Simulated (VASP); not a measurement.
# CoO (R-3m) in VASP: further runs

Runs on CoO. Level: PBE. Tasks: single point.

All numbers are computed with VASP 6.6.1; they aren't measurements. Logs are shortened: lines on timing, memory, paths and dates and some standing lists are left out, and cuts for length are marked.

**1. The cell of the first run**

It takes space group R-3m (No. 166, trigonal). Conventional cell: a = 3.091 Å, b = 3.091 Å, c = 6.895 Å, α = 90.00°, β = 90.00°, γ = 120.00°. Co (site symmetry -3m) has 6 O at 2.12 Å within 2.8 Å. O (site symmetry -3m) has 6 Co at 2.12 Å within 2.8 Å.

**2. Single point, PBE, collinear spin, ferromagnetic start**

File INCAR:

```
ALGO     = Normal         # electronic algorithm
EDIFF    = 1E-6           # SCF threshold, eV
ENCUT    = 520            # plane-wave cutoff, eV
GGA      = PE             # functional
ISIF     = 2              # what is computed and relaxed
ISMEAR   = 0              # smearing method
ISPIN    = 2              # spin polarisation
LASPH    = True           # aspherical terms in the spheres
LCHARG   = False          # write CHGCAR
LMAXMIX  = 4              # l up to which the mixer works
LORBIT   = 11             # projections on sites
LREAL    = False          # projectors in reciprocal space
LWAVE    = False          # write WAVECAR
MAGMOM   = 2.62 0.29      # initial moments
NBANDS   = 18             # bands
NELM     = 150            # most SCF steps
PREC     = Accurate       # precision mode
SIGMA    = 0.1            # smearing width, eV
```

File KPOINTS:

```
k-points
0
Gamma
  18 18 18
```

File POSCAR:

```
CoO
1.0
    1.5453433647      0.8922044076      2.2984937065
   -1.5453433647      0.8922044076      2.2984937065
    0.0000000000     -1.7844088152      2.2984937065
Co O
1 1
Direct
    0.0000000000      0.0000000000      0.0000000000
    0.5000000000      0.5000000000      0.5000000000
```

Potentials or basis: VASP PAW PBE potentials, release 64 (Co, O).

Launch:

```bash
> cat potpaw_PBE.64/Co/POTCAR potpaw_PBE.64/O/POTCAR > POTCAR
> mpirun -np 1 vasp_std > vasp.out
```

OUTCAR:

```text
EDIFF = 1E-6
   ENCUT = 520
   GGA = PE
   ISIF = 2
   ISMEAR = 0
   ISPIN = 2
   LASPH = True
   LORBIT = 11
   LREAL = False
   NELM = 150
   PREC = Accurate

 ion  position               nearest neighbor table
   1  0.000  0.000  0.000-   2 2.12   2 2.12   2 2.12   2 2.12   2 2.12   2 2.12
   2  0.500  0.500  0.500-   1 2.12   1 2.12   1 2.12   1 2.12   1 2.12   1 2.12

  LATTYP: Found a trigonal (rhomboedric) cell.
 ALAT       =     2.9098433186
 COS(alpha) =     0.4359199121

  Lattice vectors:

 A1 = (   1.5453433647,   0.8922044076,   2.2984937065)
 A2 = (  -1.5453433647,   0.8922044076,   2.2984937065)
 A3 = (   0.0000000000,  -1.7844088152,   2.2984937065)

Analysis of symmetry for initial positions (statically):
=====================================================================
 Subroutine PRICEL returns:
 Original cell was already a primitive cell.

 Routine SETGRP: Setting up the symmetry group for a
 trigonal (rhombohedral) supercell.

 Subroutine GETGRP returns: Found 12 space group operations
 (whereof 12 operations were pure point group operations)
 out of a pool of 12 trial point group operations.

The static configuration has the point symmetry D_3d.

Analysis of symmetry for dynamics (positions and initial velocities):
=====================================================================
 Subroutine PRICEL returns:
 Original cell was already a primitive cell.

 Routine SETGRP: Setting up the symmetry group for a
 trigonal (rhombohedral) supercell.

 Subroutine GETGRP returns: Found 12 space group operations
 (whereof 12 operations were pure point group operations)
 out of a pool of 12 trial point group operations.

The dynamic configuration has the point symmetry D_3d.

Analysis of structural, dynamic, and magnetic symmetry:
=====================================================================
 Subroutine PRICEL returns:
 Original cell was already a primitive cell.

 Routine SETGRP: Setting up the symmetry group for a
 trigonal (rhombohedral) supercell.

 Subroutine GETGRP returns: Found 12 space group operations
 (whereof 12 operations were pure point group operations)
 out of a pool of 12 trial point group operations.

The overall configuration has the point symmetry D_3d.

 Subroutine INISYM returns: Found 12 space group operations
 (whereof 12 operations are pure point group operations),
 and found     1 'primitive' translations

[... 111 lines left out ...]
   IALGO  =     38    algorithm
   IMIX   =      4    mixing-type and parameters
     AMIX     =   0.40;   BMIX     =  1.00
     AMIX_MAG =   1.60;   BMIX_MAG =  1.00
  volume/ion in A,a.u.               =       9.51        64.16
  Fermi-wavevector in a.u.,A,eV,Ry     =   1.512669  2.858530 31.132414  2.288168
  Thomas-Fermi vector in A             =   2.622563
   LORBIT       =     11    0 simple, 1 ext, 2 COOP (PROOUT), +10 PAW based schemes
   GGA     = PE    functional components
   LHFCALC =     F    Hartree Fock is set to
   AEXX    =    0.0000 exact exchange contribution
   IVDW    =     0    specifies the selected vdW correction
   LEPSILON=     F    determine dielectric tensor
   LRPA    =     F    only Hartree local field effects (RPA)
 spin polarized calculation
 Gauss-broadening in eV      SIGMA  =   0.10
  energy-cutoff  :      520.00
  volume of cell :       19.01
 maximum number of plane-waves:       528
 NGX is ok and might be reduce to    24
   NGX = 11   NGY = 11   NGZ = 11

 number of electron      15.0000001 magnetization       2.8451408

 Free energy of the ion-electron system (eV)
  ---------------------------------------------------
  ext. energy  EPLUGINS =         0.00000000
  ---------------------------------------------------
  free energy    TOTEN  =       -13.06403501 eV

  energy without entropy =      -13.04694499  energy(sigma->0) =      -13.05549000

 E-fermi :   8.0817     XC(G=0): -12.5087

 val. band max:        8.0812789828   @ k =   0.3889   0.3333   0.1667
 cond. band min:       8.0817730159   @ k =  -0.2778   0.2778   0.1667
 fundamental gap:      0.0004940332
 Fermi energy:         8.0816786676

 spin component 1

 k-point     1 :       0.0000    0.0000    0.0000
  band No.  band energies     occupation
      1     -12.1913      1.00000
      2       4.7459      1.00000
      3       4.7459      1.00000
      4       4.7943      1.00000
      5       4.7943      1.00000
      6       4.9682      1.00000
[... 493 lines left out ...]
     17      34.8990      0.00000
     18      36.3459      0.00000

 [... further k-points ...]

 spin component 2

 k-point     1 :       0.0000    0.0000    0.0000
  band No.  band energies     occupation
      1     -11.7112      1.00000
      2       5.3084      1.00000
      3       5.3084      1.00000
      4       5.9051      1.00000
      5       6.8134      1.00000
      6       6.8134      1.00000
[... 493 lines left out ...]
     17      35.3715      0.00000
     18      36.9731      0.00000

 [... further k-points ...]
[... 5 lines left out ...]
  --------------------------------------------------------------------------------------
  -------------------------------------------------------------------------------------
  Total       -0.0864283     -0.0864283     -0.0585478      0.0000000      0.0000000      0.0000000
  in kB       -7.2825370     -7.2825370     -4.9332958      0.0000000      0.0000000      0.0000000
  external PRESSURE =      -6.4994566 kB  Pullay stress =       0.0000000 kB

 VOLUME and BASIS-vectors are now :
 -----------------------------------------------------------------------------
  energy-cutoff  :      520.00
  volume of cell :       19.01
      direct lattice vectors                 reciprocal lattice vectors
     1.545343365  0.892204408  2.298493706     0.323552688  0.186803232  0.145022513
    -1.545343365  0.892204408  2.298493706    -0.323552688  0.186803232  0.145022513
     0.000000000 -1.784408815  2.298493706     0.000000000 -0.373606463  0.145022513

 POSITION                                       TOTAL-FORCE (eV/Angst)
 -----------------------------------------------------------------------------------
      0.00000      0.00000      0.00000         0.000000      0.000000      0.000000
      0.00000      0.00000      3.44774        -0.000000     -0.000000      0.000000
 -----------------------------------------------------------------------------------
    total drift:                               -0.000000      0.000000     -0.000000

  FREE ENERGIE OF THE ION-ELECTRON SYSTEM (eV)
  ---------------------------------------------------
  free  energy   TOTEN  =       -13.0640350090 eV

  energy  without entropy=      -13.0469449946  energy(sigma->0) =      -13.05549000

 total charge

# of ion       s       p       d       tot
------------------------------------------
    1        0.299   0.365   7.154   7.818
    2        1.557   3.425   0.000   4.982
--------------------------------------------------
tot          1.856   3.790   7.154  12.801

 magnetization (x)

# of ion       s       p       d       tot
------------------------------------------
    1        0.020   0.018   2.474   2.512
    2        0.029   0.256   0.000   0.285
--------------------------------------------------
tot          0.048   0.274   2.474   2.797
```

Run time: 2.3 min. Hardware: 1 thread of Intel Xeon 6975P-C (Granite Rapids), shared host; peak memory 0.4 GiB.

Results:

```yaml
Free_energy: -13.0640 eV
Pressure: -0.6 GPa
Net_moment: 2.85 μB per cell
Site_moments: Co +2.51; O +0.28 μB
Valence_electrons_inside_the_program's_atomic_spheres: Co 7.82; O 4.98
```

Caveat: a cell with one magnetic atom can't hold antiferromagnetic order, which such compounds often take; semilocal functionals often make such compounds metallic where correlation or magnetic order opens a gap, which also shifts bond lengths.

**3. Single point, PBE, collinear spin, ferromagnetic start (volume scaled by 0.94, then relaxed in part)**

File INCAR:

```
SYSTEM = CoO
PREC = Accurate
ENCUT = 520
EDIFF = 1E-6
ISMEAR = 0
SIGMA = 0.1
LREAL = .False.
LASPH = .True.
NELM = 150
ALGO = Normal
ISIF = 2
LWAVE = .False.
LCHARG = .False.
ISPIN = 2
MAGMOM = 2.7 0.34
LORBIT = 11
LMAXMIX = 4
GGA = PE
NBANDS = 18
```

File KPOINTS:

```
Automatic mesh
0
Gamma
  18 18 18
  0 0 0
```

File POSCAR:

```
CoO
1.0
    1.5292794885      0.8829299244      2.2062129492
   -1.5292794885      0.8829299244      2.2062129492
    0.0000000000     -1.7658598487      2.2062129492
Co O
1 1
Direct
    0.0000000000      0.0000000000      0.0000000000
    0.5000000000      0.5000000000      0.5000000000
```

Potentials or basis: VASP PAW PBE potentials, release 64 (Co, O).

Launch:

```bash
> cat potpaw_PBE.64/Co/POTCAR potpaw_PBE.64/O/POTCAR > POTCAR
> mpirun -np 1 vasp_std > vasp.out
```

OUTCAR:

```text
SYSTEM = CoO
   PREC = Accurate
   ENCUT = 520
   EDIFF = 1E-6
   ISMEAR = 0
   LREAL = .False.
   LASPH = .True.
   NELM = 150
   ISIF = 2
   ISPIN = 2
   LORBIT = 11
   GGA = PE

 ion  position               nearest neighbor table
   1  0.000  0.000  0.000-   2 2.08   2 2.08   2 2.08   2 2.08   2 2.08   2 2.08
   2  0.500  0.500  0.500-   1 2.08   1 2.08   1 2.08   1 2.08   1 2.08   1 2.08

  LATTYP: Found a trigonal (rhomboedric) cell.
 ALAT       =     2.8258868666
 COS(alpha) =     0.4142744339

  Lattice vectors:

 A1 = (   1.5292794885,   0.8829299244,   2.2062129492)
 A2 = (  -1.5292794885,   0.8829299244,   2.2062129492)
 A3 = (   0.0000000000,  -1.7658598487,   2.2062129492)
[... 1224 lines left out ...]
 -----------------------------------------------------------------------------
  energy-cutoff  :      520.00
  volume of cell :       17.87
      direct lattice vectors                 reciprocal lattice vectors
     1.529279489  0.882929924  2.206212949     0.326951354  0.188765452  0.151088467
    -1.529279489  0.882929924  2.206212949    -0.326951354  0.188765452  0.151088467
     0.000000000 -1.765859849  2.206212949     0.000000000 -0.377530905  0.151088467

 POSITION                                       TOTAL-FORCE (eV/Angst)
 -----------------------------------------------------------------------------------
      0.00000      0.00000      0.00000        -0.000000      0.000000     -0.000000
      0.00000      0.00000      3.30932         0.000000     -0.000000      0.000000
 -----------------------------------------------------------------------------------
    total drift:                               -0.000000      0.000000     -0.000000

  FREE ENERGIE OF THE ION-ELECTRON SYSTEM (eV)
  ---------------------------------------------------
  free  energy   TOTEN  =       -13.0311672494 eV

  energy  without entropy=      -13.0150521293  energy(sigma->0) =      -13.02310969

 total charge

# of ion       s       p       d       tot
------------------------------------------
    1        0.317   0.406   7.216   7.939
    2        1.559   3.446   0.000   5.006
--------------------------------------------------
tot          1.876   3.852   7.216  12.944

 magnetization (x)

# of ion       s       p       d       tot
------------------------------------------
    1        0.020   0.019   2.302   2.341
    2        0.030   0.206   0.000   0.235
--------------------------------------------------
tot          0.049   0.225   2.302   2.576
```

Run time: 2.1 min. Hardware: 1 thread of Intel Xeon 6975P-C (Granite Rapids), shared host; peak memory 0.38 GiB.

What came out:

- Free energy: -13.0312 eV
- Pressure: 9.8 GPa
- Net moment: 2.62 μB per cell
- Site moments: Co +2.34; O +0.23 μB
- Valence electrons inside the program's atomic spheres: Co 7.94; O 5.01

Levels at points of the mesh, in eV from the Fermi level:
Spin up:
```
           k point  band 5  band 6  band 7  band 8  band 9  band 10  band 11  band 12  band 13  band 14
(0.00, 0.00, 0.00)   -3.38   -3.06   -3.06   -2.91   -2.67     1.50    17.03    17.77    17.77    21.50
(0.50, 0.00, 0.00)   -2.49   -2.20   -1.56    0.18    0.43     5.51     9.64    13.88    16.00    22.31
(0.50, 0.50, 0.00)   -4.07   -2.81   -2.19   -1.87   -1.86     6.47    10.20    12.41    15.71    18.01
(0.50, 0.50, 0.50)   -2.05   -2.05   -1.28    0.51    0.51     4.64    11.71    12.31    12.31    20.23
```
Spin down:
| k point | band 2 | band 3 | band 4 | band 5 | band 6 | band 7 | band 8 | band 9 | band 10 | band 11 |
| --- | --- | --- | --- | --- | --- | --- | --- | --- | --- | --- |
| (0.00, 0.00, 0.00) | -3.18 | -3.18 | -2.39 | -1.52 | -1.52 | -1.00 | -0.02 | -0.02 | 2.03 | 16.99 |
| (0.50, 0.00, 0.00) | -8.38 | -5.31 | -4.51 | -0.52 | -0.42 | 0.42 | 2.60 | 2.87 | 5.76 | 10.30 |
| (0.50, 0.50, 0.00) | -6.99 | -4.75 | -3.72 | -2.58 | 0.03 | 0.06 | 0.55 | 0.99 | 7.28 | 10.58 |
| (0.50, 0.50, 0.50) | -7.94 | -5.72 | -5.72 | 0.06 | 0.06 | 0.36 | 2.99 | 2.99 | 4.89 | 12.46 |

Caveat: a cell with one magnetic atom can't hold antiferromagnetic order, which such compounds often take; semilocal functionals often make such compounds metallic where correlation or magnetic order opens a gap, which also shifts bond lengths.

**4. Single point, PBE, collinear spin, ferromagnetic start (volume scaled by 0.97, then relaxed in part)**

File INCAR:

```
SYSTEM = CoO
ALGO = Normal
EDIFF = 1E-6
ENCUT = 520
GGA = PE
ISIF = 2
ISMEAR = 0
ISPIN = 2
LASPH = .True.
LCHARG = .False.
LMAXMIX = 4
LORBIT = 11
LREAL = .False.
LWAVE = .False.
MAGMOM = 2.7 0.34
NBANDS = 18
NELM = 150
PREC = Accurate
SIGMA = 0.1
```

File KPOINTS:

```
k-points
0
Gamma
  18 18 18
  0 0 0
```

File POSCAR:

```
CoO
1.0
    1.5376524843      0.8877640757      2.2518976551
   -1.5376524843      0.8877640757      2.2518976551
    0.0000000000     -1.7755281514      2.2518976551
Co O
1 1
Direct
    0.0000000000      0.0000000000      0.0000000000
    0.5000000000      0.5000000000      0.5000000000
```

Potentials or basis: VASP PAW PBE potentials, release 64 (Co, O).

Launch:

```bash
> cat potpaw_PBE.64/Co/POTCAR potpaw_PBE.64/O/POTCAR > POTCAR
> mpirun -np 1 vasp_std > vasp.out
```

OUTCAR:

```text
SYSTEM = CoO
   EDIFF = 1E-6
   ENCUT = 520
   GGA = PE
   ISIF = 2
   ISMEAR = 0
   ISPIN = 2
   LASPH = .True.
   LORBIT = 11
   LREAL = .False.
   NELM = 150
   PREC = Accurate

 ion  position               nearest neighbor table
   1  0.000  0.000  0.000-   2 2.10   2 2.10   2 2.10   2 2.10   2 2.10   2 2.10
   2  0.500  0.500  0.500-   1 2.10   1 2.10   1 2.10   1 2.10   1 2.10   1 2.10

  LATTYP: Found a trigonal (rhomboedric) cell.
 ALAT       =     2.8676720987
 COS(alpha) =     0.4249741052

  Lattice vectors:

 A1 = (   1.5376524843,   0.8877640757,   2.2518976551)
 A2 = (  -1.5376524843,   0.8877640757,   2.2518976551)
 A3 = (   0.0000000000,  -1.7755281514,   2.2518976551)

Analysis of symmetry for initial positions (statically):
=====================================================================
 Subroutine PRICEL returns:
 Original cell was already a primitive cell.

 Routine SETGRP: Setting up the symmetry group for a
 trigonal (rhombohedral) supercell.

 Subroutine GETGRP returns: Found 12 space group operations
 (whereof 12 operations were pure point group operations)
[... 696 lines left out ...]
 k-point     1 :       0.0000    0.0000    0.0000
  band No.  band energies     occupation
      1     -11.5947      1.00000
      2       5.5455      1.00000
      3       5.5455      1.00000
      4       6.2408      1.00000
      5       7.1238      1.00000
      6       7.1238      1.00000
[... 493 lines left out ...]
     17      36.2748      0.00000
     18      37.7046      0.00000

 [... further k-points ...]
[... 5 lines left out ...]
  --------------------------------------------------------------------------------------
  -------------------------------------------------------------------------------------
  Total        0.4806519      0.4806519      0.5114384      0.0000000      0.0000000      0.0000000
  in kB       41.7527998     41.7527998     44.4271326      0.0000000      0.0000000      0.0000000
  external PRESSURE =      42.6442441 kB  Pullay stress =       0.0000000 kB

 VOLUME and BASIS-vectors are now :
 -----------------------------------------------------------------------------
  energy-cutoff  :      520.00
  volume of cell :       18.44
      direct lattice vectors                 reciprocal lattice vectors
     1.537652484  0.887764076  2.251897655     0.325171003  0.187737566  0.148023305
    -1.537652484  0.887764076  2.251897655    -0.325171003  0.187737566  0.148023305
     0.000000000 -1.775528151  2.251897655     0.000000000 -0.375475132  0.148023305

 POSITION                                       TOTAL-FORCE (eV/Angst)
 -----------------------------------------------------------------------------------
      0.00000      0.00000      0.00000         0.000000     -0.000000     -0.000000
      0.00000      0.00000      3.37785        -0.000000      0.000000      0.000000
 -----------------------------------------------------------------------------------
    total drift:                               -0.000000      0.000000     -0.000000

  FREE ENERGIE OF THE ION-ELECTRON SYSTEM (eV)
  ---------------------------------------------------
  free  energy   TOTEN  =       -13.0568279123 eV

  energy  without entropy=      -13.0402990068  energy(sigma->0) =      -13.04856346

 total charge

# of ion       s       p       d       tot
------------------------------------------
    1        0.308   0.385   7.183   7.875
    2        1.558   3.436   0.000   4.994
--------------------------------------------------
tot          1.866   3.821   7.183  12.869

 magnetization (x)

# of ion       s       p       d       tot
------------------------------------------
    1        0.020   0.019   2.399   2.438
    2        0.029   0.233   0.000   0.262
--------------------------------------------------
tot          0.049   0.252   2.399   2.700
```

stdout:

```text
POSCAR found type information on POSCAR CoO
 POSCAR found :  2 types and       2 ions
 scaLAPACK will be used
 LDA part: xc-table for (Slater+PW92), standard interpolation
 POSCAR, INCAR and KPOINTS ok, starting setup
 FFT: planning ... GRIDC
 FFT: planning ... GRID_SOFT
 FFT: planning ... GRID
 WAVECAR not read
 entering main loop
```

It took 2.4 min on 1 thread of Intel Xeon 6975P-C (Granite Rapids), shared host; peak memory 0.39 GiB.

Results:

- Free energy: -13.0568 eV
- Pressure: 4.3 GPa
- Net moment: 2.75 μB per cell
- Site moments: Co +2.44; O +0.26 μB
- Valence electrons inside the program's atomic spheres: Co 7.88; O 4.99

Levels at points of the mesh, in eV from the Fermi level:
Spin up:
```
           k point  band 6  band 7  band 8  band 9  band 10  band 11  band 12  band 13
(0.00, 0.00, 0.00)   -3.09   -3.09   -2.83   -2.72     1.30    16.92    17.63    17.63
(0.50, 0.00, 0.00)   -2.23   -1.68    0.11    0.31     5.40     9.40    13.68    15.44
(0.50, 0.50, 0.00)   -2.86   -2.30   -1.96   -1.94     6.23    10.03    12.17    15.47
(0.50, 0.50, 0.50)   -2.16   -1.39    0.38    0.38     4.65    11.15    12.30    12.30
```
Spin down:
```
           k point  band 2  band 3  band 4  band 5  band 6  band 7  band 8  band 9  band 10  band 11
(0.00, 0.00, 0.00)   -2.97   -2.97   -2.27   -1.39   -1.39   -0.97    0.03    0.03     1.85    16.87
(0.50, 0.00, 0.00)   -8.05   -5.04   -4.35   -0.43   -0.35    0.39    2.59    2.82     5.66    10.11
(0.50, 0.50, 0.00)   -6.70   -4.46   -3.58   -2.42    0.05    0.09    0.57    0.98     7.07    10.44
(0.50, 0.50, 0.50)   -7.66   -5.39   -5.39    0.05    0.05    0.34    2.92    2.92     4.91    11.95
```

Caveat: a cell with one magnetic atom can't hold antiferromagnetic order, which such compounds often take; semilocal functionals often make such compounds metallic where correlation or magnetic order opens a gap, which also shifts bond lengths.

(Continued in part 2 of 2.)
